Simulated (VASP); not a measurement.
**Ir: single point with LDA**

Crystal: Ir.

```
Ir
1.0
     2.75138   -0.01376    0.00000
    -1.38760    2.38964    0.00000
     0.00000    0.00000    4.46229
Ir
2
Direct
  0.66667 0.33333 0.75000
  0.33333 0.66667 0.25000
```

This isn't the form of Ir at room conditions, which is fcc.

```
Program             : VASP 6.6.1
Task                : single point
Functional          : LDA
Potentials or basis : VASP PAW LDA potentials, release 64 (Ir)
Cutoff              : 520 eV
k mesh              : 14 × 14 × 8
Occupations         : methfessel-paxton, width 0.1 eV
Spin                : no spin polarisation
```

```
Pressure               : -15.9 GPa
Largest force          : 0.016 eV/Å
Band gap on the k mesh : zero (bands 9 and 10 overlap by 3.19 eV)
```

Forces on the atoms (eV/Å):
```
Ir  -0.016  0.000  0.000
Ir   0.016  0.000  0.000
```

Stress tensor (GPa, compression positive):
```
-15.77   1.95   0.00
  1.95 -15.72   0.00
  0.00   0.00 -16.17
```

Levels at points of the mesh, in eV from the Fermi level:
| k point | band 5 | band 6 | band 7 | band 8 | band 9 | band 10 | band 11 | band 12 | band 13 | band 14 |
| --- | --- | --- | --- | --- | --- | --- | --- | --- | --- | --- |
| (0.00, 0.00, 0.00) | -3.58 | -3.14 | -2.96 | -2.31 | -2.26 | -0.69 | 0.23 | 0.28 | 6.77 | 14.32 |
| (0.50, 0.00, 0.00) | -3.40 | -3.26 | -2.81 | 0.69 | 0.90 | 1.09 | 2.89 | 4.33 | 8.14 | 10.12 |
| (0.00, 0.50, 0.00) | -3.41 | -3.29 | -2.87 | 0.67 | 0.92 | 1.06 | 2.86 | 4.27 | 8.06 | 10.07 |
| (0.50, 0.50, 0.00) | -3.42 | -3.32 | -2.92 | 0.65 | 0.93 | 1.05 | 2.82 | 4.21 | 7.98 | 10.02 |
| (0.00, 0.00, 0.50) | -3.88 | -3.88 | -3.71 | -3.71 | -0.49 | -0.49 | -0.43 | -0.43 | 13.60 | 13.60 |
| (0.50, 0.00, 0.50) | -2.09 | -2.09 | -0.87 | -0.87 | 0.93 | 0.93 | 2.02 | 2.02 | 7.47 | 7.47 |
| (0.00, 0.50, 0.50) | -2.04 | -2.04 | -0.89 | -0.89 | 0.90 | 0.90 | 1.99 | 1.99 | 7.39 | 7.39 |
| (0.50, 0.50, 0.50) | -2.00 | -2.00 | -0.92 | -0.92 | 0.89 | 0.89 | 1.95 | 1.95 | 7.31 | 7.31 |

It took 5.3 min on 1 thread of Intel Xeon 8259CL, with other jobs on the host, peak memory 0.3 GiB.

Caveat: the cell stands under tension; spin-orbit coupling is left out, which moves the levels of the heavy elements.
